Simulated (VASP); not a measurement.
Input of a VASP 6.6.1 run:

Contents of INCAR:

```
  ALGO = Normal
  EDIFF = 1E-7
  EDIFFG = -0.03
  ENCUT = 500
  GGA_COMPAT = F
  IBRION = 2
  ISIF = 3
  ISMEAR = -1
  LASPH = T
  LCHARG = F
  LREAL = F
  LWAVE = F
  NELM = 120
  NELMIN = 4
  NSW = 80
  PREC = Accurate
  PSTRESS = 450.0
  SIGMA = 0.02
```

The input KPOINTS:

```
k-points
0
Gamma
  4 4 4
```

File POSCAR:

```
SiTe2
1.0
    0.0000000000      3.3750000000      3.3750000000
    3.3750000000      0.0000000000      3.3750000000
    3.3750000000      3.3750000000      0.0000000000
Si Te
1 2
Direct
    0.0000000000      0.0000000000      0.0000000000
    0.2500000000      0.2500000000      0.2500000000
    0.7500000000      0.7500000000      0.7500000000
```

Potentials or basis: VASP PAW LDA potentials, release 64 (Si, Te).

The run is started by

```bash
$ cat potpaw_LDA.64/Si/POTCAR potpaw_LDA.64/Te/POTCAR > POTCAR
$ mpirun -np 1 vasp_std > vasp.out
```

Task: Predict the band gap on the k mesh.

Result: Zero (bands 8 and 9 overlap by 3.83 eV).

Task: Predict the space group after relaxing (to 0.1 Å).

Result: Fm-3m (No. 225).

Task: What does it give for the relaxed cell?

Result: a = 4.247 Å, b = 4.247 Å, c = 4.247 Å, α = 60.00°, β = 60.00°, γ = 60.00°.

Task: Predict the relaxed volume.

Result: 18.06 Å³/atom.

The path:
```csv
step,energy change (eV),largest force (eV/Å),pressure (GPa),volume (Å³)
1,0.0000,0.0000,1.25,76.89
2,63.2135,0.0000,1133.90,22.35
3,1.2025,0.0000,26.72,60.03
4,1.6014,0.0000,32.46,57.88
5,2.5478,0.0000,46.00,53.93
6,2.4332,0.0000,44.23,54.34
7,2.4353,0.0000,44.26,54.33
8,2.4414,0.0000,44.35,54.31
9,2.4415,0.0000,44.36,54.31
10,2.4416,0.0000,44.36,54.30
11,2.4419,0.0000,44.36,54.30
12,2.4425,0.0000,44.37,54.30
13,2.4437,0.0000,44.39,54.30
14,2.4460,0.0000,44.43,54.29
15,2.4508,0.0000,44.50,54.27
16,2.4602,0.0000,44.65,54.24
17,2.4793,0.0000,44.94,54.17
```

Caveat: the k points lie up to 0.45 Å⁻¹ apart in the final cell, too coarse for converged energies and pressures of a metal; the cell is relaxed towards a set pressure, so the run minimises the enthalpy, not the energy; the volume moved by over 15 % at a fixed basis, so the end points are rough; spin-orbit coupling is left out, which moves the levels of the heavy elements.
